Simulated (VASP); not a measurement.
Write the native input for VASP 6.6.1 that does the following.

```yaml
Task: single point
Functional: PBEsol
Potentials_or_basis: VASP PAW PBE potentials, release 64 (Na_pv)
Cutoff: 520 eV
k_mesh: 11 × 11 × 11
Occupations: fermi-dirac, width 0.03 eV
Spin: no spin polarisation
Dipole_correction: no
Further_INCAR_settings: ALGO = Normal; EDIFF = 1e-06; NBANDS = 10
```

The structure of Na lies in POSCAR:

```
Na
1.0
   -2.1175000000      2.1175000000      2.1175000000
    2.1175000000     -2.1175000000      2.1175000000
    2.1175000000      2.1175000000     -2.1175000000
Na
1
Direct
    0.0000000000      0.0000000000      0.0000000000
```

The input as run:

INCAR

```
SYSTEM = Na
ALGO = Normal ; EDIFF = 1E-6
ENCUT = 520 ; GGA = PS
ISIF = 2 ; ISMEAR = -1
LASPH = .TRUE. ; LCHARG = .FALSE.
LREAL = .FALSE. ; LWAVE = .FALSE.
NBANDS = 10 ; NELM = 60
PREC = Accurate ; SIGMA = 0.03
```

KPOINTS

```
k-points
0
G
  11 11 11
  0 0 0
```

Potentials or basis: VASP PAW PBE potentials, release 64 (Na_pv).

Command:

```sh
$ cat potpaw_PBE.64/Na_pv/POTCAR > POTCAR
$ mpirun -np 1 vasp_std > vasp.out
```

Results of the run:

```json
{"Pressure": "-0.4 GPa"}
```

Caveat: the PAW data sets were made with another functional, which shifts forces and pressure a little.

It took 8.9 s on 1 thread of Intel Xeon 6975P-C, with other jobs on the host, peak memory 0.16 GiB.
